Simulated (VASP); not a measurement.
# Nb: single point with PBE

The system is Nb.

```
Nb
1.0
     0.00000    2.06617    2.06617
     2.06617    0.00000    2.06617
     2.06617    2.06617    0.00000
Nb
1
Direct
  0.00000 0.00000 0.00000
```

This isn't the form of Nb at room conditions, which is bcc.

| Quantity | Value |
| --- | --- |
| Program | VASP 6.6.1 |
| Task | single point |
| Functional | PBE |
| Potentials or basis | VASP PAW PBE potentials, release 64 (Nb_sv) |
| Cutoff | 520 eV |
| k mesh | 18 × 18 × 18 |
| Occupations | gaussian, width 0.1 eV |
| Spin | no spin polarisation |
| Dipole correction | no |
| Further INCAR settings | ALGO = Normal; EDIFF = 1e-07; NBANDS = 12 |

The pressure is 11.0 GPa and the band gap on the k mesh is zero (an odd number of electrons rules out a gap without spin polarisation).

Levels at points of the mesh, in eV from the Fermi level:
| k point | band 4 | band 5 | band 6 | band 7 | band 8 | band 9 |
| --- | --- | --- | --- | --- | --- | --- |
| (0.00, 0.00, 0.00) | -30.00 | -6.38 | 0.05 | 0.05 | 0.05 | 2.88 |
| (0.50, 0.00, 0.00) | -30.19 | -4.08 | -0.16 | -0.16 | 1.60 | 5.02 |
| (0.50, 0.50, 0.00) | -30.51 | -4.41 | -3.64 | 3.97 | 5.01 | 5.64 |

Wall time 39 s on 1 thread of Intel Xeon 8259CL (shared host), peak memory 0.17 GiB.

Caveat: the cell stands under pressure.
